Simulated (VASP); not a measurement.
Crystal: Pt.

```
CELL_PARAMETERS angstrom
2.76067 0.00000 0.00000
-1.38033 2.39081 0.00000
0.00000 0.00000 4.79213
ATOMIC_POSITIONS crystal
Pt 0.66667 0.33333 0.75000
Pt 0.33333 0.66667 0.25000
```

This isn't the form of Pt at room conditions, which is fcc.

| Quantity | Value |
| --- | --- |
| Program | VASP 6.6.1 |
| Task | relaxation of cell and atoms |
| Functional | LDA |
| Potentials or basis | VASP PAW LDA potentials, release 64 (Pt_sv_GW) |
| Cutoff | 570 eV |
| k mesh | 11 × 11 × 6 |
| Occupations | fermi-dirac, width 0.1 eV |
| Spin | no spin polarisation |

At the start: pressure -15.7 GPa; volume 15.81 Å³/atom.

Question: Where does the relaxation end?

Answer: Over 9 steps the energy falls by 50.5 meV/atom and the volume is 14.87 Å³/atom (-6.0 %); space group P6_3/mmc (No. 194, to 0.1 Å) before and after.

Step by step:
| step | energy change (eV) | largest force (eV/Å) | pressure (GPa) | volume (Å³) |
| --- | --- | --- | --- | --- |
| 1 | 0.0000 | 0.0000 | -15.74 | 31.63 |
| 2 | 0.9179 | 0.0000 | 82.32 | 25.04 |
| 3 | -0.0971 | 0.0000 | -1.13 | 29.88 |
| 4 | -0.0975 | 0.0000 | -0.23 | 29.80 |
| 5 | -0.0976 | 0.0000 | 0.14 | 29.76 |
| 6 | -0.1010 | 0.0000 | 0.18 | 29.72 |
| 7 | -0.1010 | 0.0000 | 0.17 | 29.72 |
| 8 | -0.1010 | 0.0000 | -0.44 | 29.78 |
| 9 | -0.1010 | 0.0000 | 0.00 | 29.74 |

Final structure:
```yaml
crystal:
  lattice:
    - [2.71985, 0.00000, 0.00000]
    - [-1.35993, 2.35546, 0.00000]
    - [0.00000, 0.00000, 4.64187]
  atoms:
    - { symbol: Pt, position: [0.66667, 0.33333, 0.75000] }
    - { symbol: Pt, position: [0.33333, 0.66667, 0.25000] }
```
